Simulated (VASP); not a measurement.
# Si2Ni: single point with PBEsol

Crystal: Si2Ni.

```
Si Ni
1.0
     2.85744    2.85744    0.00000
    -2.65526    2.65526    0.00000
     0.00000    0.00000    5.31052
Si Ni
4 2
Direct
  0.00000 0.50000 0.74571
  0.50000 0.00000 0.75429
  0.50000 0.00000 0.24571
  0.00000 0.50000 0.25429
  0.00000 0.00000 0.00000
  0.50000 0.50000 0.50000
```

This cell differs from its parent crystal: uniaxial strain along a: +6.0 %.

| Property | Result |
| --- | --- |
| Program | VASP 6.6.1 |
| Task | single point |
| Functional | PBEsol |
| Potentials or basis | VASP PAW PBE potentials, release 64 (Si, Ni) |
| Cutoff | 520 eV |
| k mesh | 10 × 10 × 8 |
| Occupations | gaussian, width 0.1 eV |
| Spin | no spin polarisation |
| Dipole correction | no |
| Further INCAR settings | ALGO = Normal; EDIFF = 1e-06; NBANDS = 27 |

```json
{
 "Pressure": "-3.7 GPa",
 "Largest force": "0.263 eV/Å",
 "Band gap on the k mesh": "zero (bands 18 and 19 overlap by 1.95 eV)"
}
```

Forces on the atoms (eV/Å):
```
Si   0.000  0.000 -0.263
Si   0.000  0.000  0.263
Si   0.000  0.000 -0.263
Si   0.000  0.000  0.263
Ni   0.000  0.000  0.000
Ni   0.000  0.000  0.000
```

Stress tensor (GPa, compression positive):
```
-4.04 -5.73  0.00
-5.73 -4.04  0.00
 0.00  0.00 -3.16
```

Levels at points of the mesh, in eV from the Fermi level:
| k point | band 16 | band 17 | band 18 | band 19 | band 20 | band 21 |
| --- | --- | --- | --- | --- | --- | --- |
| (0.00, 0.00, 0.00) | -0.63 | -0.53 | 1.37 | 1.51 | 1.58 | 1.76 |
| (0.50, 0.00, 0.00) | -2.52 | -0.90 | -0.90 | 1.33 | 1.33 | 3.35 |
| (0.00, 0.50, 0.00) | -2.58 | -1.33 | -1.33 | 0.36 | 0.36 | 2.64 |
| (0.50, 0.50, 0.00) | -3.29 | -2.94 | -2.94 | -0.29 | -0.29 | 1.53 |
| (0.00, 0.00, 0.50) | -1.41 | -1.33 | -1.33 | -0.57 | -0.57 | 2.16 |
| (0.50, 0.00, 0.50) | -1.19 | -1.00 | -1.00 | 2.02 | 2.02 | 2.14 |
| (0.00, 0.50, 0.50) | -1.80 | -1.28 | -1.28 | 1.32 | 1.32 | 1.61 |
| (0.50, 0.50, 0.50) | -3.05 | -2.23 | -2.23 | 2.48 | 2.48 | 2.49 |

Run time: 5.1 min on 1 thread of Intel(R) Xeon(R) Platinum 8375C CPU @ 2.90GHz (Ice Lake), on a shared host, peak memory 0.41 GiB.

Caveat: the cell differs from its parent crystal (uniaxial strain along a: +6.0 %); the cell stands under tension; the PAW data sets were made with another functional, which shifts forces and pressure a little. Spin polarisation is off, so any magnetic state and its effect on volume and gap are missing.
